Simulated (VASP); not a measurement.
# In2O3 (R-3c) in VASP: a series of runs

The runs below take In2O3 through single point, with PBE.

All numbers are computed with VASP 6.6.1; they aren't measurements. Logs are shortened: lines on timing, memory, paths and dates and some standing lists are left out, and cuts for length are marked.

### 1 The cell of the first run

The structure is trigonal, space group R-3c (No. 167). Conventional cell: a = 5.575 Å, b = 5.575 Å, c = 14.756 Å, α = 90.00°, β = 90.00°, γ = 120.00°. Within 2.9 Å of In (site symmetry 3) lie 6 O at 2.16 to 2.29 Å. O (site symmetry 2) has 4 In at 2.16 to 2.29 Å and 4 O at 2.86 to 2.98 Å within 3.0 Å.

### 2 Single point, PBE

INCAR reads:

```
  PREC = Accurate
  ENCUT = 520
  EDIFF = 1E-6
  ISMEAR = 0
  SIGMA = 0.01
  LREAL = F
  LASPH = T
  NELM = 100
  ALGO = Normal
  ISIF = 2
  LWAVE = F
  LCHARG = F
  GGA = PE
  NBANDS = 55
```

KPOINTS reads:

```
regular mesh
0
Gamma
  4 4 4
```

POSCAR reads:

```
In2O3
1.0
    2.7876469493      1.6094487166      4.9186509789
   -2.7876469493      1.6094487166      4.9186509789
    0.0000000000     -3.2188974331      4.9186509789
In O
4 6
Direct
    0.3572103735      0.3572103735      0.3572103735
    0.1427896265      0.1427896265      0.1427896265
    0.6427896265      0.6427896265      0.6427896265
    0.8572103735      0.8572103735      0.8572103735
    0.5465459606      0.9534540394      0.2500000000
    0.2500000000      0.5465459606      0.9534540394
    0.9534540394      0.2500000000      0.5465459606
    0.4534540394      0.0465459606      0.7500000000
    0.7500000000      0.4534540394      0.0465459606
    0.0465459606      0.7500000000      0.4534540394
```

Potentials or basis: VASP PAW PBE potentials, release 64 (In_d, O).

Launch:

```console
cat potpaw_PBE.64/In_d/POTCAR potpaw_PBE.64/O/POTCAR > POTCAR
mpirun -np 1 vasp_std > vasp.out
```

OUTCAR:

```text
PREC = Accurate
   ENCUT = 520
   EDIFF = 1E-6
   ISMEAR = 0
   LREAL = F
   LASPH = T
   NELM = 100
   ISIF = 2
   GGA = PE

 ion  position               nearest neighbor table
   1  0.357  0.357  0.357-   8 2.16   9 2.16  10 2.16   6 2.29   7 2.29   5 2.29   2 3.16   3 3.30
                             3 3.30   3 3.30   2 3.67   2 3.67   2 3.67
   2  0.143  0.143  0.143-   8 2.16  10 2.16   9 2.16   7 2.29   6 2.29   5 2.29   1 3.16   4 3.30
                             4 3.30   4 3.30   1 3.67   1 3.67   1 3.67
   3  0.643  0.643  0.643-   5 2.16   6 2.16   7 2.16   9 2.29  10 2.29   8 2.29   4 3.16   1 3.30
                             1 3.30   1 3.30   4 3.67   4 3.67   4 3.67
   4  0.857  0.857  0.857-   5 2.16   7 2.16   6 2.16  10 2.29   9 2.29   8 2.29   3 3.16   2 3.30
                             2 3.30   2 3.30   3 3.67   3 3.67   3 3.67
   5  0.547  0.953  0.250-   3 2.16   4 2.16   1 2.29   2 2.29
   6  0.250  0.547  0.953-   3 2.16   4 2.16   1 2.29   2 2.29
   7  0.953  0.250  0.547-   4 2.16   3 2.16   2 2.29   1 2.29
   8  0.453  0.047  0.750-   1 2.16   2 2.16   3 2.29   4 2.29
   9  0.750  0.453  0.047-   1 2.16   2 2.16   3 2.29   4 2.29
  10  0.047  0.750  0.453-   2 2.16   1 2.16   4 2.29   3 2.29

  LATTYP: Found a trigonal (rhomboedric) cell.
 ALAT       =     5.8783014671
 COS(alpha) =     0.5502182538

  Lattice vectors:

 A1 = (   2.7876469493,   1.6094487166,   4.9186509789)
 A2 = (  -2.7876469493,   1.6094487166,   4.9186509789)
 A3 = (   0.0000000000,  -3.2188974331,   4.9186509789)

Analysis of symmetry for initial positions (statically):
=====================================================================
 Subroutine PRICEL returns:
 Original cell was already a primitive cell.

 Routine SETGRP: Setting up the symmetry group for a
 trigonal (rhombohedral) supercell.

 Subroutine GETGRP returns: Found 12 space group operations
 (whereof  6 operations were pure point group operations)
 out of a pool of 12 trial point group operations.

The static configuration has the point symmetry S_6 .
 The point group associated with its full space group is D_3d.

Analysis of symmetry for dynamics (positions and initial velocities):
=====================================================================
 Subroutine PRICEL returns:
 Original cell was already a primitive cell.

 Routine SETGRP: Setting up the symmetry group for a
 trigonal (rhombohedral) supercell.

 Subroutine GETGRP returns: Found 12 space group operations
 (whereof  6 operations were pure point group operations)
 out of a pool of 12 trial point group operations.

The dynamic configuration has the point symmetry S_6 .
 The point group associated with its full space group is D_3d.

 Subroutine INISYM returns: Found 12 space group operations
 (whereof  6 operations are pure point group operations),
 and found     1 'primitive' translations

----------------------------------------------------------------------------------------

                                     Primitive cell

  volume of cell :     132.4074

  direct lattice vectors                    reciprocal lattice vectors
     2.787646949  1.609448717  4.918650979     0.179362742  0.103555127  0.067769259
    -2.787646949  1.609448717  4.918650979    -0.179362742  0.103555127  0.067769259
     0.000000000 -3.218897433  4.918650979     0.000000000 -0.207110255  0.067769259

  length of vectors
     5.878301467  5.878301467  5.878301467     0.217915878  0.217915878  0.217915878

  position of ions in fractional coordinates (direct lattice)
     0.357210374  0.357210374  0.357210374
     0.142789626  0.142789626  0.142789626
     0.642789626  0.642789626  0.642789626
     0.857210374  0.857210374  0.857210374
     0.546545961  0.953454039  0.250000000
     0.250000000  0.546545961  0.953454039
     0.953454039  0.250000000  0.546545961
     0.453454039  0.046545961  0.750000000
     0.750000000  0.453454039  0.046545961
     0.046545961  0.750000000  0.453454039

  ion indices of the primitive-cell ions
   primitive index   ion index
                 1           1
                 2           2
                 3           3
                 4           4
                 5           5
                 6           6
                 7           7
                 8           8
                 9           9
                10          10

----------------------------------------------------------------------------------------

 KPOINTS: regular mesh

Automatic generation of k-mesh.
 Grid dimensions read from file:
 generate k-points for:    4    4    4

 Generating k-lattice:

  Cartesian coordinates                     Fractional coordinates (reciprocal lattice)
     0.044840685  0.025888782  0.016942315     0.250000000  0.000000000  0.000000000
    -0.044840685  0.025888782  0.016942315     0.000000000  0.250000000  0.000000000
     0.000000000 -0.051777564  0.016942315    -0.000000000 -0.000000000  0.250000000

  Length of vectors
     0.054478970  0.054478970  0.054478970

  Shift w.r.t. Gamma in fractional coordinates (k-lattice)
     0.000000000  0.000000000  0.000000000

 Subroutine IBZKPT returns following result:
 ===========================================

 Found     13 irreducible k-points:

 Following reciprocal coordinates:
            Coordinates               Weight
  0.000000  0.000000  0.000000      1.000000
  0.250000  0.000000  0.000000      6.000000
  0.500000  0.000000  0.000000      3.000000
  0.250000  0.250000  0.000000      6.000000
  0.500000  0.250000  0.000000     12.000000
 -0.250000  0.250000  0.000000      6.000000
  0.500000  0.500000  0.000000      3.000000
  0.250000  0.250000  0.250000      2.000000
  0.500000  0.250000  0.250000      6.000000
 -0.250000  0.250000  0.250000      6.000000
  0.500000  0.500000  0.250000      6.000000
 -0.250000  0.500000  0.250000      6.000000
  0.500000  0.500000  0.500000      1.000000
   k-points           NKPTS =     13   k-points in BZ     NKDIM =     13   number of bands    NBANDS=     55
   number of dos      NEDOS =    301   number of ions     NIONS =     10
   total plane-waves  NPLWV = 110592
   dimension x,y,z NGX =    48 NGY =   48 NGZ =   48
   dimension x,y,z NGXF=    96 NGYF=   96 NGZF=   96
   ions per type =               4   6
   NGX,Y,Z   is equivalent  to a cutoff of  13.58, 13.58, 13.58 a.u.
   NGXF,Y,Z  is equivalent  to a cutoff of  27.15, 27.15, 27.15 a.u.
 SYSTEM =  unknown system
   PREC   = accura    normal or accurate (medium, high low for compatibility)
   ISTART =      0    job   : 0-new  1-cont  2-samecut
   ICHARG =      2    charge: 1-file 2-atom 10-const
   ISPIN  =      1    spin polarized calculation?
   LNONCOLLINEAR =      F non collinear calculations
   LSORBIT =      F    spin-orbit coupling
   LASPH  =      T    aspherical Exc in radial PAW
   ENCUT  =  520.0 eV  38.22 Ry    6.18 a.u.  10.93 10.93 10.93*2*pi/ulx,y,z
   NELM   =    100;   NELMIN=  2; NELMDL= -5     # of ELM steps
   EDIFF  = 0.1E-05   stopping-criterion for ELM
   LREAL  =      F    real-space projection
   EDIFFG = 0.1E-04   stopping-criterion for IOM
   NSW    =      0    number of steps for IOM
   IBRION =     -1    ionic relax: 0-MD 1-quasi-New 2-CG
   NFREE  =      0    steps in history (QN), initial steepest desc. (CG)
   ISIF   =      2    stress and relaxation
   ISYM   =      2    0-nonsym 1-usesym 2-fastsym
   POTIM  = 0.5000    time-step for ionic-motion
   TEBEG  =    0.0;   TEEND  =   0.0 temperature during run
   PSTRESS=    0.0 pullay stress
   NELECT =      88.0000    total number of electrons
   NUPDOWN=      -1.0000    fix difference up-down
   EMIN   =  10.00;   EMAX   =-10.00  energy-range for DOS
   EFERMI =   0.00;   METHOD = LEGACY
   ISMEAR =     0;   SIGMA  =   0.01  broadening in eV -4-tet -1-fermi 0-gaus
   EFERMI_NEDOS =   21; number of points for ismear=-14 and -15
   IALGO  =     38    algorithm
   IMIX   =      4    mixing-type and parameters
     AMIX     =   0.40;   BMIX     =  1.00
     AMIX_MAG =   1.60;   BMIX_MAG =  1.00
  volume/ion in A,a.u.               =      13.24        89.35
  Fermi-wavevector in a.u.,A,eV,Ry     =   1.428669  2.699793 27.770791  2.041096
  Thomas-Fermi vector in A             =   2.548706
   LORBIT       =      0    0 simple, 1 ext, 2 COOP (PROOUT), +10 PAW based schemes
   GGA     = PE    functional components
   LHFCALC =     F    Hartree Fock is set to
   AEXX    =    0.0000 exact exchange contribution
   IVDW    =     0    specifies the selected vdW correction
   LEPSILON=     F    determine dielectric tensor
   LRPA    =     F    only Hartree local field effects (RPA)
 non-spin polarized calculation
 Gauss-broadening in eV      SIGMA  =   0.01
  energy-cutoff  :      520.00
  volume of cell :      132.41
 maximum number of plane-waves:      3588
 NGX is ok and might be reduce to    48
   NGX = 21   NGY = 21   NGZ = 21

 number of electron      88.0000008 magnetization

 Free energy of the ion-electron system (eV)
  ---------------------------------------------------
  ext. energy  EPLUGINS =         0.00000000
  ---------------------------------------------------
  free energy    TOTEN  =       -55.47268522 eV

  energy without entropy =      -55.47268522  energy(sigma->0) =      -55.47268522

 E-fermi :   5.1146     XC(G=0): -10.9764

 val. band max:        5.0571516635   @ k =   0.2500   0.0000   0.0000
 cond. band min:       6.0241290626   @ k =   0.0000   0.0000   0.0000
 fundamental gap:      0.9669773991
 Fermi energy:         5.1146083611

 k-point     1 :       0.0000    0.0000    0.0000
  band No.  band energies     occupation
      1     -12.2819      2.00000
      2     -11.4803      2.00000
      3     -11.4803      2.00000
      4     -11.2842      2.00000
      5     -11.2842      2.00000
      6     -11.2041      2.00000
[... 47 lines left out ...]
     54      14.7066      0.00000
[... 695 lines left out ...]
     54      14.5411      0.00000
     55      16.4964      0.00000

------------------------ aborting loop because EDIFF is reached ----------------------------------------

  FORCE on cell =-STRESS in cart. coord.  units (eV):
  Direction    XX          YY          ZZ          XY          YZ          ZX
  --------------------------------------------------------------------------------------
  -------------------------------------------------------------------------------------
  Total        0.3695395      0.3695395      0.2411802      0.0000000      0.0000000      0.0000000
  in kB        4.4715618      4.4715618      2.9183678      0.0000000      0.0000000      0.0000000
  external PRESSURE =       3.9538305 kB  Pullay stress =       0.0000000 kB

 VOLUME and BASIS-vectors are now :
 -----------------------------------------------------------------------------
  energy-cutoff  :      520.00
  volume of cell :      132.41
      direct lattice vectors                 reciprocal lattice vectors
     2.787646949  1.609448717  4.918650979     0.179362742  0.103555127  0.067769259
    -2.787646949  1.609448717  4.918650979    -0.179362742  0.103555127  0.067769259
     0.000000000 -3.218897433  4.918650979     0.000000000 -0.207110255  0.067769259

 POSITION                                       TOTAL-FORCE (eV/Angst)
 -----------------------------------------------------------------------------------
      0.00000      0.00000      5.27098        -0.000000     -0.000000     -0.013754
      0.00000      0.00000      2.10700        -0.000000      0.000000      0.013754
      0.00000      0.00000      9.48497        -0.000000      0.000000      0.013754
      0.00000      0.00000     12.64896        -0.000000     -0.000000     -0.013754
     -1.13432      1.60945      8.60764        -0.010306      0.000000      0.000000
     -0.82667     -1.78707      8.60764         0.005153     -0.008926      0.000000
      1.96098      0.17762      8.60764         0.005153      0.008926      0.000000
      1.13432     -1.60945      6.14831         0.010306      0.000000      0.000000
      0.82667      1.78707      6.14831        -0.005153      0.008926      0.000000
     -1.96098     -0.17762      6.14831        -0.005153     -0.008926      0.000000
 -----------------------------------------------------------------------------------
    total drift:                               -0.000000      0.000000     -0.000000

  FREE ENERGIE OF THE ION-ELECTRON SYSTEM (eV)
  ---------------------------------------------------
  free  energy   TOTEN  =       -55.4726852172 eV

  energy  without entropy=      -55.4726852172  energy(sigma->0) =      -55.47268522
```

Run time: 2.2 min. Hardware: 1 thread of Intel Xeon Platinum 8259CL at 2.50GHz (Skylake/Cascade Lake), shared host; peak memory 0.34 GiB.

Results:

| Quantity | Value |
| --- | --- |
| Free energy | -55.4727 eV |
| Pressure | 0.4 GPa |
| Largest force | 0.014 eV/Å |
| Band gap on the k mesh | 0.97 eV (least direct gap 1.04 eV) |

Forces in eV/Å, atoms in the order of the input:
```
In   0.000  0.000 -0.014
In   0.000  0.000  0.014
In   0.000  0.000  0.014
In   0.000  0.000 -0.014
O   -0.010  0.000  0.000
O    0.005 -0.009  0.000
O    0.005  0.009  0.000
O    0.010  0.000  0.000
O   -0.005  0.009  0.000
O   -0.005 -0.009  0.000
```

Caveat: spin-orbit coupling is left out, which moves the levels of the heavy elements. A k mesh can miss the band edges.

### 3 Single point, PBE (13.64 Å³/atom)

This run uses another cell than the first one, of 13.64 Å³/atom.

INCAR reads:

```
SYSTEM = In2O3
PREC = Accurate
ENCUT = 520
EDIFF = 1E-6
ISMEAR = 0
SIGMA = 0.01
LREAL = .FALSE.
LASPH = .TRUE.
NELM = 60
ALGO = Normal
ISIF = 2
LWAVE = .FALSE.
LCHARG = .FALSE.
GGA = PE
NBANDS = 55
```

KPOINTS reads:

```
Automatic mesh
0
G
  4 4 4
  0 0 0
```

POSCAR, as its differences from that of step 2:

```diff
@@ -2,5 +2,5 @@
 1.0
-    2.7876469493      1.6094487166      4.9186509789
-   -2.7876469493      1.6094487166      4.9186509789
-    0.0000000000     -3.2188974331      4.9186509789
+    2.8152492092      1.6253848888      4.9673536609
+   -2.8152492092      1.6253848888      4.9673536609
+    0.0000000000     -3.2507697776      4.9673536609
 In O
```

Potentials or basis: VASP PAW PBE potentials, release 64 (In_d, O).

Launch:

```console
cat potpaw_PBE.64/In_d/POTCAR potpaw_PBE.64/O/POTCAR > POTCAR
mpirun -np 1 vasp_std > vasp.out
```

OUTCAR:

```text
SYSTEM = In2O3
   PREC = Accurate
   ENCUT = 520
   EDIFF = 1E-6
   ISMEAR = 0
   LREAL = .FALSE.
   LASPH = .TRUE.
   NELM = 60
   ISIF = 2
   GGA = PE

 ion  position               nearest neighbor table
   1  0.357  0.357  0.357-  10 2.18   8 2.18   9 2.18   5 2.31   7 2.31   6 2.31   2 3.20   3 3.33
                             3 3.33   3 3.33   2 3.70   2 3.70   2 3.70
   2  0.143  0.143  0.143-   9 2.18   8 2.18  10 2.18   5 2.31   7 2.31   6 2.31   1 3.20   4 3.33
                             4 3.33   4 3.33   1 3.70   1 3.70   1 3.70
   3  0.643  0.643  0.643-   7 2.18   5 2.18   6 2.18   8 2.31   9 2.31  10 2.31   4 3.20   1 3.33
[... 970 lines left out ...]
  external PRESSURE =     -39.1030582 kB  Pullay stress =       0.0000000 kB

 VOLUME and BASIS-vectors are now :
 -----------------------------------------------------------------------------
  energy-cutoff  :      520.00
  volume of cell :      136.38
      direct lattice vectors                 reciprocal lattice vectors
     2.815249209  1.625384889  4.967353661     0.177604170  0.102539816  0.067104812
    -2.815249209  1.625384889  4.967353661    -0.177604170  0.102539816  0.067104812
     0.000000000 -3.250769778  4.967353661     0.000000000 -0.205079631  0.067104812

 POSITION                                       TOTAL-FORCE (eV/Angst)
 -----------------------------------------------------------------------------------
      0.00000      0.00000      5.32317         0.000000     -0.000000     -0.061369
      0.00000      0.00000      2.12786         0.000000     -0.000000      0.061369
      0.00000      0.00000      9.57889         0.000000      0.000000      0.061369
      0.00000      0.00000     12.77420         0.000000      0.000000     -0.061369
     -1.14555      1.62538      8.69287        -0.006412     -0.000000      0.000000
     -0.83485     -1.80477      8.69287         0.003206     -0.005553      0.000000
      1.98040      0.17938      8.69287         0.003206      0.005553      0.000000
      1.14555     -1.62538      6.20919         0.006412     -0.000000      0.000000
      0.83485      1.80477      6.20919        -0.003206      0.005553      0.000000
     -1.98040     -0.17938      6.20919        -0.003206     -0.005553      0.000000
 -----------------------------------------------------------------------------------
    total drift:                               -0.000000      0.000000     -0.000000

  FREE ENERGIE OF THE ION-ELECTRON SYSTEM (eV)
  ---------------------------------------------------
  free  energy   TOTEN  =       -55.4325575667 eV

  energy  without entropy=      -55.4325575667  energy(sigma->0) =      -55.43255757
```

It took 2.3 min on 1 thread of Intel Xeon Platinum 8259CL at 2.50GHz (Skylake/Cascade Lake), shared host; peak memory 0.34 GiB.

Results:

```yaml
Free_energy: -55.4326 eV
Pressure: -3.9 GPa
Largest_force: 0.061 eV/Å
Band_gap_on_the_k_mesh: 0.77 eV (least direct gap 0.86 eV)
```

Forces in eV/Å, atoms in the order of the input:
```
In   0.000  0.000 -0.061
In   0.000  0.000  0.061
In   0.000  0.000  0.061
In   0.000  0.000 -0.061
O   -0.006  0.000  0.000
O    0.003 -0.006  0.000
O    0.003  0.006  0.000
O    0.006  0.000  0.000
O   -0.003  0.006  0.000
O   -0.003 -0.006  0.000
```

Stress tensor (GPa, compression positive):
```
-4.07  0.00  0.00
 0.00 -4.07  0.00
 0.00  0.00 -3.59
```

Levels at points of the mesh, in eV from the valence-band top:
| k point | band 40 | band 41 | band 42 | band 43 | band 44 | band 45 | band 46 | band 47 | band 48 | band 49 |
| --- | --- | --- | --- | --- | --- | --- | --- | --- | --- | --- |
| (0.00, 0.00, 0.00) | -0.32 | -0.23 | -0.23 | -0.09 | -0.09 | 0.77 | 5.17 | 5.59 | 6.72 | 8.56 |
| (0.50, 0.00, 0.00) | -0.79 | -0.70 | -0.70 | -0.06 | -0.06 | 4.41 | 4.41 | 5.32 | 5.32 | 8.02 |
| (0.50, 0.50, 0.00) | -0.75 | -0.50 | -0.35 | -0.10 | -0.04 | 4.57 | 4.97 | 5.80 | 5.98 | 6.95 |
| (0.50, 0.50, 0.50) | -0.99 | -0.18 | -0.18 | -0.18 | -0.18 | 3.91 | 3.91 | 6.44 | 6.44 | 7.94 |

Caveat: the cell stands under tension; spin-orbit coupling is left out, which moves the levels of the heavy elements.

(Part 1 of 2 ends here.)
